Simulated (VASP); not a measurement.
# K2BaH3 (P-3m1) in VASP: notebook

The runs below take K2BaH3 through single point, with PBE.

Program: VASP 6.6.1. These are calculated values, not measurements. Logs are shortened: lines on timing, memory, paths and dates and some standing lists are left out, and cuts for length are marked.

### 1 The cell of the first run

The structure is trigonal, space group P-3m1 (No. 164). The conventional cell has a = 4.058 Å, b = 4.058 Å, c = 10.057 Å, α = 90.00°, β = 90.00°, γ = 120.00°. Within 3.7 Å of K (site symmetry 3m) lie 6 H at 2.85 to 2.96 Å. Within 3.7 Å of Ba (site symmetry -3m) lie 6 H at 2.84 Å. Within 3.7 Å of H (site symmetry 3m) lie 3 Ba at 2.84 Å and 3 K at 2.96 Å. Within 3.7 Å of H (site symmetry -3m) lie 6 K at 2.85 Å.

The cell was generated, and may not be a known phase.

### 2 Single point, PBE

Input file INCAR:

```
SYSTEM = K2BaH3
PREC = Accurate ; ENCUT = 520
EDIFF = 1E-7 ; ISMEAR = 0
SIGMA = 0.1 ; LREAL = .FALSE.
LASPH = .TRUE. ; NELM = 80
ALGO = Normal ; ISIF = 2
LWAVE = .FALSE. ; LCHARG = .TRUE.
GGA = PE ; LELF = .TRUE.
LVHAR = .TRUE. ; NBANDS = 24
```

Input file KPOINTS:

```
Automatic mesh
0
G
  6 6 2
  0 0 0
```

Input file POSCAR:

```
K2BaH3
1.0
    4.0582776731      0.0000000000      0.0000000000
   -2.0291388365      3.5145715605      0.0000000000
    0.0000000000      0.0000000000     10.0570127034
K Ba H
2 1 3
Direct
    0.3333333333      0.6666666667      0.3394295293
    0.6666666667      0.3333333333      0.6605704707
    0.0000000000      0.0000000000      0.0000000000
    0.3333333333      0.6666666667      0.8403079223
    0.6666666667      0.3333333333      0.1596920777
    0.0000000000      0.0000000000      0.5000000000
```

Potentials or basis: VASP PAW PBE potentials, release 64 (K_sv, Ba_sv, H).

Launch:

```sh
cat potpaw_PBE.64/K_sv/POTCAR potpaw_PBE.64/Ba_sv/POTCAR potpaw_PBE.64/H/POTCAR > POTCAR
mpirun -np 1 vasp_std > vasp.out
```

OUTCAR:

```text
SYSTEM = K2BaH3
   PREC = Accurate
   ENCUT = 520
   EDIFF = 1E-7
   ISMEAR = 0
   LREAL = .FALSE.
   LASPH = .TRUE.
   NELM = 80
   ISIF = 2
   GGA = PE

 ion  position               nearest neighbor table
   1  0.333  0.667  0.339-   3 4.14   3 4.14   3 4.14
   2  0.667  0.333  0.661-   3 4.14   3 4.14   3 4.14
   3  0.000  0.000  0.000-   1 4.14   2 4.14   1 4.14   2 4.14   2 4.14   1 4.14
   4  0.333  0.667  0.840-
   5  0.667  0.333  0.160-
   6  0.000  0.000  0.500-

  LATTYP: Found a hexagonal cell.
 ALAT       =     4.0582776731
 C/A-ratio  =     2.4781480011

  Lattice vectors:

 A1 = (   4.0582776731,   0.0000000000,   0.0000000000)
 A2 = (  -2.0291388365,   3.5145715605,   0.0000000000)
 A3 = (   0.0000000000,   0.0000000000,  10.0570127034)

Analysis of symmetry for initial positions (statically):
=====================================================================
 Subroutine PRICEL returns:
 Original cell was already a primitive cell.

 Routine SETGRP: Setting up the symmetry group for a
 hexagonal supercell.

 Subroutine GETGRP returns: Found 12 space group operations
 (whereof 12 operations were pure point group operations)
 out of a pool of 24 trial point group operations.

The static configuration has the point symmetry D_3d.

Analysis of symmetry for dynamics (positions and initial velocities):
=====================================================================
 Subroutine PRICEL returns:
 Original cell was already a primitive cell.

 Routine SETGRP: Setting up the symmetry group for a
 hexagonal supercell.

 Subroutine GETGRP returns: Found 12 space group operations
 (whereof 12 operations were pure point group operations)
 out of a pool of 24 trial point group operations.

The dynamic configuration has the point symmetry D_3d.

 Subroutine INISYM returns: Found 12 space group operations
 (whereof 12 operations are pure point group operations),
 and found     1 'primitive' translations

----------------------------------------------------------------------------------------

                                     Primitive cell

  volume of cell :     143.4443

  direct lattice vectors                    reciprocal lattice vectors
     4.058277673  0.000000000  0.000000000     0.246409950  0.142264851  0.000000000
    -2.029138837  3.514571560  0.000000000     0.000000000  0.284529702  0.000000000
     0.000000000  0.000000000 10.057012703     0.000000000  0.000000000  0.099433105

  length of vectors
     4.058277673  4.058277673 10.057012703     0.284529702  0.284529702  0.099433105

  position of ions in fractional coordinates (direct lattice)
     0.333333333  0.666666667  0.339429529
     0.666666667  0.333333333  0.660570471
     0.000000000  0.000000000  0.000000000
     0.333333333  0.666666667  0.840307922
     0.666666667  0.333333333  0.159692078
     0.000000000  0.000000000  0.500000000

  ion indices of the primitive-cell ions
   primitive index   ion index
                 1           1
                 2           2
                 3           3
                 4           4
                 5           5
                 6           6

----------------------------------------------------------------------------------------

 KPOINTS: Automatic mesh

Automatic generation of k-mesh.
 Grid dimensions read from file:
 generate k-points for:    6    6    2

 Generating k-lattice:

  Cartesian coordinates                     Fractional coordinates (reciprocal lattice)
     0.041068325  0.023710809  0.000000000     0.166666667 -0.000000000  0.000000000
     0.000000000  0.047421617  0.000000000     0.000000000  0.166666667  0.000000000
     0.000000000  0.000000000  0.049716552     0.000000000  0.000000000  0.500000000

  Length of vectors
     0.047421617  0.047421617  0.049716552

  Shift w.r.t. Gamma in fractional coordinates (k-lattice)
     0.000000000  0.000000000  0.000000000

 Subroutine IBZKPT returns following result:
 ===========================================

 Found     14 irreducible k-points:

 Following reciprocal coordinates:
            Coordinates               Weight
  0.000000  0.000000  0.000000      1.000000
  0.166667  0.000000  0.000000      6.000000
  0.333333 -0.000000  0.000000      6.000000
  0.500000  0.000000  0.000000      3.000000
  0.166667  0.166667  0.000000      6.000000
  0.333333  0.166667  0.000000     12.000000
  0.333333  0.333333  0.000000      2.000000
  0.000000  0.000000  0.500000      1.000000
  0.166667  0.000000  0.500000      6.000000
  0.333333 -0.000000  0.500000      6.000000
  0.500000  0.000000  0.500000      3.000000
  0.166667  0.166667  0.500000      6.000000
  0.333333  0.166667  0.500000     12.000000
  0.333333  0.333333  0.500000      2.000000
   k-points           NKPTS =     14   k-points in BZ     NKDIM =     14   number of bands    NBANDS=     24
   number of dos      NEDOS =    301   number of ions     NIONS =      6
   total plane-waves  NPLWV =  72000
   dimension x,y,z NGX =    30 NGY =   30 NGZ =   80
   dimension x,y,z NGXF=    60 NGYF=   60 NGZF=  160
   ions per type =               2   1   3
   NGX,Y,Z   is equivalent  to a cutoff of  12.29, 12.29, 13.22 a.u.
   NGXF,Y,Z  is equivalent  to a cutoff of  24.58, 24.58, 26.45 a.u.
 SYSTEM =  K2BaH3
   PREC   = accura    normal or accurate (medium, high low for compatibility)
   ISTART =      0    job   : 0-new  1-cont  2-samecut
   ICHARG =      2    charge: 1-file 2-atom 10-const
   ISPIN  =      1    spin polarized calculation?
   LNONCOLLINEAR =      F non collinear calculations
   LSORBIT =      F    spin-orbit coupling
   LASPH  =      T    aspherical Exc in radial PAW
   ENCUT  =  520.0 eV  38.22 Ry    6.18 a.u.   7.55  7.55 18.70*2*pi/ulx,y,z
   NELM   =     80;   NELMIN=  2; NELMDL= -5     # of ELM steps
   EDIFF  = 0.1E-06   stopping-criterion for ELM
   LREAL  =      F    real-space projection
   EDIFFG = 0.1E-05   stopping-criterion for IOM
   NSW    =      0    number of steps for IOM
   IBRION =     -1    ionic relax: 0-MD 1-quasi-New 2-CG
   NFREE  =      0    steps in history (QN), initial steepest desc. (CG)
   ISIF   =      2    stress and relaxation
   ISYM   =      2    0-nonsym 1-usesym 2-fastsym
   POTIM  = 0.5000    time-step for ionic-motion
   TEBEG  =    0.0;   TEEND  =   0.0 temperature during run
   PSTRESS=    0.0 pullay stress
   NELECT =      31.0000    total number of electrons
   NUPDOWN=      -1.0000    fix difference up-down
   EMIN   =  10.00;   EMAX   =-10.00  energy-range for DOS
   EFERMI =   0.00;   METHOD = LEGACY
   ISMEAR =     0;   SIGMA  =   0.10  broadening in eV -4-tet -1-fermi 0-gaus
   EFERMI_NEDOS =   21; number of points for ismear=-14 and -15
   IALGO  =     38    algorithm
   IMIX   =      4    mixing-type and parameters
     AMIX     =   0.40;   BMIX     =  1.00
     AMIX_MAG =   1.60;   BMIX_MAG =  1.00
  volume/ion in A,a.u.               =      23.91       161.33
  Fermi-wavevector in a.u.,A,eV,Ry     =   0.982429  1.856521 13.131881  0.965166
  Thomas-Fermi vector in A             =   2.113510
   LORBIT       =      0    0 simple, 1 ext, 2 COOP (PROOUT), +10 PAW based schemes
   GGA     = PE    functional components
   LHFCALC =     F    Hartree Fock is set to
   AEXX    =    0.0000 exact exchange contribution
   IVDW    =     0    specifies the selected vdW correction
   LEPSILON=     F    determine dielectric tensor
   LRPA    =     F    only Hartree local field effects (RPA)
 non-spin polarized calculation
 Gauss-broadening in eV      SIGMA  =   0.10
  energy-cutoff  :      520.00
  volume of cell :      143.44
 maximum number of plane-waves:      3896
   NGX = 15   NGY = 15   NGZ = 37

 number of electron      30.9999997 magnetization

 Free energy of the ion-electron system (eV)
  ---------------------------------------------------
  ext. energy  EPLUGINS =         0.00000000
  ---------------------------------------------------
  free energy    TOTEN  =       -15.29100014 eV

  energy without entropy =      -15.26362490  energy(sigma->0) =      -15.27731252

 E-fermi :   1.9135     XC(G=0):  -7.6058

 val. band max:        1.8893439008   @ k =   0.1667   0.0000   0.5000
 cond. band min:       1.9211332046   @ k =   0.3333   0.1667   0.0000
 fundamental gap:      0.0317893039
 Fermi energy:         1.9134918068

 k-point     1 :       0.0000    0.0000    0.0000
  band No.  band energies     occupation
      1     -30.1340      2.00000
      2     -30.1167      2.00000
      3     -26.7791      2.00000
      4     -13.7304      2.00000
      5     -13.5804      2.00000
      6     -13.5421      2.00000
[... 16 lines left out ...]
     23       6.2498      0.00000
     24       6.2668      0.00000

 k-point     2 :       0.1667    0.0000    0.0000
  band No.  band energies     occupation
      1     -30.1284      2.00000
      2     -30.1131      2.00000
      3     -26.7568      2.00000
      4     -13.7154      2.00000
      5     -13.6196      2.00000
      6     -13.5760      2.00000
[... 16 lines left out ...]
     23       5.8290      0.00000
     24       6.2230      0.00000

 k-point     3 :       0.3333   -0.0000    0.0000
  band No.  band energies     occupation
      1     -30.1163      2.00000
      2     -30.1065      2.00000
      3     -26.7116      2.00000
      4     -13.7340      2.00000
      5     -13.7146      2.00000
      6     -13.6351      2.00000
[... 16 lines left out ...]
     23       5.9417      0.00000
     24       6.7165      0.00000

 k-point     4 :       0.5000    0.0000    0.0000
  band No.  band energies     occupation
      1     -30.1095      2.00000
      2     -30.1040      2.00000
      3     -26.6887      2.00000
      4     -13.7862      2.00000
      5     -13.7574      2.00000
      6     -13.6188      2.00000
[... 16 lines left out ...]
     23       6.2876      0.00000
     24       7.1050      0.00000

 k-point     5 :       0.1667    0.1667    0.0000
  band No.  band energies     occupation
      1     -30.1195      2.00000
      2     -30.1080      2.00000
      3     -26.7230      2.00000
      4     -13.7087      2.00000
      5     -13.6820      2.00000
      6     -13.6363      2.00000
[... 16 lines left out ...]
     23       5.8304      0.00000
     24       6.3429      0.00000

 k-point     6 :       0.3333    0.1667    0.0000
  band No.  band energies     occupation
      1     -30.1096      2.00000
      2     -30.1039      2.00000
      3     -26.6887      2.00000
      4     -13.7554      2.00000
      5     -13.7322      2.00000
      6     -13.6385      2.00000
[... 16 lines left out ...]
     23       5.6936      0.00000
     24       6.6787      0.00000

 k-point     7 :       0.3333    0.3333    0.0000
  band No.  band energies     occupation
      1     -30.1044      2.00000
      2     -30.1044      2.00000
      3     -26.6772      2.00000
      4     -13.7191      2.00000
      5     -13.7056      2.00000
      6     -13.7056      2.00000
[... 16 lines left out ...]
     23       5.5775      0.00000
     24       6.9746      0.00000

 k-point     8 :       0.0000    0.0000    0.5000
  band No.  band energies     occupation
      1     -30.1340      2.00000
      2     -30.1168      2.00000
      3     -26.7791      2.00000
      4     -13.7475      2.00000
      5     -13.5597      2.00000
      6     -13.5422      2.00000
[... 16 lines left out ...]
     23       6.1242      0.00000
     24       6.1704      0.00000

 k-point     9 :       0.1667    0.0000    0.5000
  band No.  band energies     occupation
      1     -30.1283      2.00000
      2     -30.1132      2.00000
      3     -26.7568      2.00000
      4     -13.7255      2.00000
      5     -13.6117      2.00000
      6     -13.5783      2.00000
[... 16 lines left out ...]
     23       5.2987      0.00000
     24       6.3058      0.00000

 k-point    10 :       0.3333   -0.0000    0.5000
  band No.  band energies     occupation
      1     -30.1163      2.00000
      2     -30.1065      2.00000
      3     -26.7116      2.00000
      4     -13.7350      2.00000
      5     -13.7101      2.00000
      6     -13.6385      2.00000
[... 16 lines left out ...]
     23       6.0083      0.00000
     24       6.5297      0.00000

 k-point    11 :       0.5000    0.0000    0.5000
  band No.  band energies     occupation
      1     -30.1095      2.00000
      2     -30.1040      2.00000
      3     -26.6887      2.00000
      4     -13.7908      2.00000
      5     -13.7523      2.00000
      6     -13.6117      2.00000
[... 16 lines left out ...]
     23       6.6623      0.00000
     24       6.7400      0.00000

 k-point    12 :       0.1667    0.1667    0.5000
  band No.  band energies     occupation
      1     -30.1194      2.00000
      2     -30.1080      2.00000
      3     -26.7230      2.00000
      4     -13.7085      2.00000
      5     -13.6764      2.00000
      6     -13.6448      2.00000
[... 16 lines left out ...]
     23       5.8491      0.00000
     24       6.2857      0.00000

 k-point    13 :       0.3333    0.1667    0.5000
  band No.  band energies     occupation
      1     -30.1096      2.00000
      2     -30.1039      2.00000
      3     -26.6887      2.00000
      4     -13.7587      2.00000
      5     -13.7287      2.00000
      6     -13.6410      2.00000
[... 16 lines left out ...]
     23       5.6360      0.00000
     24       6.2232      0.00000

 k-point    14 :       0.3333    0.3333    0.5000
  band No.  band energies     occupation
      1     -30.1044      2.00000
      2     -30.1044      2.00000
      3     -26.6772      2.00000
      4     -13.7232      2.00000
      5     -13.7078      2.00000
      6     -13.7078      2.00000
[... 16 lines left out ...]
     23       5.2411      0.00000
     24       6.3020      0.00000

------------------------ aborting loop because EDIFF is reached ----------------------------------------

  FORCE on cell =-STRESS in cart. coord.  units (eV):
  Direction    XX          YY          ZZ          XY          YZ          ZX
  --------------------------------------------------------------------------------------
  -------------------------------------------------------------------------------------
  Total        0.0491580      0.0491580      0.2606950      0.0000000      0.0000000     -0.0000000
  in kB        0.5490622      0.5490622      2.9117905      0.0000000      0.0000000     -0.0000000
  external PRESSURE =       1.3366383 kB  Pullay stress =       0.0000000 kB

 VOLUME and BASIS-vectors are now :
 -----------------------------------------------------------------------------
  energy-cutoff  :      520.00
  volume of cell :      143.44
      direct lattice vectors                 reciprocal lattice vectors
     4.058277673  0.000000000  0.000000000     0.246409950  0.142264851  0.000000000
    -2.029138837  3.514571560  0.000000000     0.000000000  0.284529702  0.000000000
     0.000000000  0.000000000 10.057012703     0.000000000  0.000000000  0.099433105

 POSITION                                       TOTAL-FORCE (eV/Angst)
 -----------------------------------------------------------------------------------
     -0.00000      2.34305      3.41365        -0.000000     -0.000000      0.001052
      2.02914      1.17152      6.64337        -0.000000      0.000000     -0.001052
      0.00000      0.00000      0.00000         0.000000      0.000000      0.000000
     -0.00000      2.34305      8.45099         0.000000     -0.000000     -0.034758
      2.02914      1.17152      1.60603         0.000000      0.000000      0.034758
      0.00000      0.00000      5.02851         0.000000      0.000000      0.000000
 -----------------------------------------------------------------------------------
    total drift:                                0.000000     -0.000000     -0.000000

  FREE ENERGIE OF THE ION-ELECTRON SYSTEM (eV)
  ---------------------------------------------------
  free  energy   TOTEN  =       -15.2910001351 eV

  energy  without entropy=      -15.2636249010  energy(sigma->0) =      -15.27731252
```

Wall time 45 s (1 thread of Oxide Virtual Turin-like, shared host); peak memory 0.24 GiB.

What came out:

```
Free energy            : -15.2910 eV
Pressure               : 0.1 GPa
Largest force          : 0.035 eV/Å
Band gap on the k mesh : zero (an odd number of electrons rules out a gap without spin polarisation)
```

Forces in eV/Å, atoms in the order of the input:
```
K    0.000  0.000  0.001
K    0.000  0.000 -0.001
Ba   0.000  0.000  0.000
H    0.000  0.000 -0.035
H    0.000  0.000  0.035
H    0.000  0.000  0.000
```

Caveat: spin-orbit coupling is left out, which moves the levels of the heavy elements.

### 3 Single point, PBE

This run uses another cell than the first one, of 25.19 Å³/atom.

Input file INCAR:

```
SYSTEM = K2BaH3
  ALGO = Fast
  EDIFF = 1E-6
  ENCUT = 520
  GGA = PE
  ISIF = 2
  ISMEAR = 0
  LASPH = .TRUE.
  LCHARG = .FALSE.
  LREAL = .FALSE.
  LWAVE = .FALSE.
  NBANDS = 24
  NELM = 60
  PREC = Accurate
  SIGMA = 0.1
```

Input file KPOINTS:

```
k-points
0
G
  6 6 2
  0 0 0
```

Input file POSCAR:

```
K2BaH3
1.0
    4.7735591800      0.0000000000      0.0000000000
   -2.3867795900      4.1340235100      0.0000000000
    0.0000000000      0.0000000000      7.6595260700
K Ba H
2 1 3
Direct
    0.3333333300      0.6666666700      0.2557500000
    0.6666666700      0.3333333300      0.7442500000
    0.0000000000      0.0000000000      0.0000000000
    0.3333333300      0.6666666700      0.6460000300
    0.6666666700      0.3333333300      0.3539999700
    0.0000000000      0.0000000000      0.5000000000
```

Potentials or basis: VASP PAW PBE potentials, release 64 (K_sv, Ba_sv, H).

Launch:

```sh
cat potpaw_PBE.64/K_sv/POTCAR potpaw_PBE.64/Ba_sv/POTCAR potpaw_PBE.64/H/POTCAR > POTCAR
mpirun -np 1 vasp_std > vasp.out
```

Run time: 2.5 min. Hardware: 1 thread of Oxide Virtual Turin-like, shared host; peak memory 0.26 GiB.

The run converged. Its results:

```yaml
Free_energy: -10.7250 eV
Pressure: -0.5 GPa
Largest_force: 2.209 eV/Å
Band_gap_on_the_k_mesh: zero (an odd number of electrons rules out a gap without spin polarisation)
```

Forces in eV/Å, atoms in the order of the input:
```
K    0.000  0.000  2.209
K    0.000  0.000 -2.209
Ba   0.000  0.000  0.000
H    0.000  0.000  0.948
H    0.000  0.000 -0.948
H    0.000  0.000  0.000
```

Stress tensor (GPa, compression positive):
```
 0.93  0.00  0.00
 0.00  0.93  0.00
 0.00  0.00 -3.49
```

Levels at points of the mesh, in eV from the Fermi level:
| k point | band 11 | band 12 | band 13 | band 14 | band 15 | band 16 | band 17 | band 18 | band 19 | band 20 |
| --- | --- | --- | --- | --- | --- | --- | --- | --- | --- | --- |
| (0.00, 0.00, 0.00) | -14.39 | -14.39 | -3.56 | -1.65 | -1.24 | 0.74 | 0.74 | 0.79 | 1.68 | 1.68 |
| (0.50, 0.00, 0.00) | -14.30 | -14.23 | -2.03 | -1.89 | -1.30 | -0.10 | 1.51 | 1.84 | 1.87 | 2.40 |
| (0.00, 0.00, 0.50) | -14.39 | -14.39 | -3.15 | -2.49 | -0.68 | 0.44 | 0.73 | 0.73 | 1.68 | 1.68 |
| (0.50, 0.00, 0.50) | -14.30 | -14.24 | -2.06 | -1.78 | -0.91 | -0.48 | 1.10 | 1.71 | 1.74 | 1.83 |

Caveat: the k points lie up to 0.41 Å⁻¹ apart, too coarse for converged energies and pressures of a metal; spin-orbit coupling is left out, which moves the levels of the heavy elements; forces of over 1 eV/Å act on the atoms, so gaps and moduli don't describe the material at rest.

The gap in the log of VASP goes by the Fermi energy; the results here count the filled bands.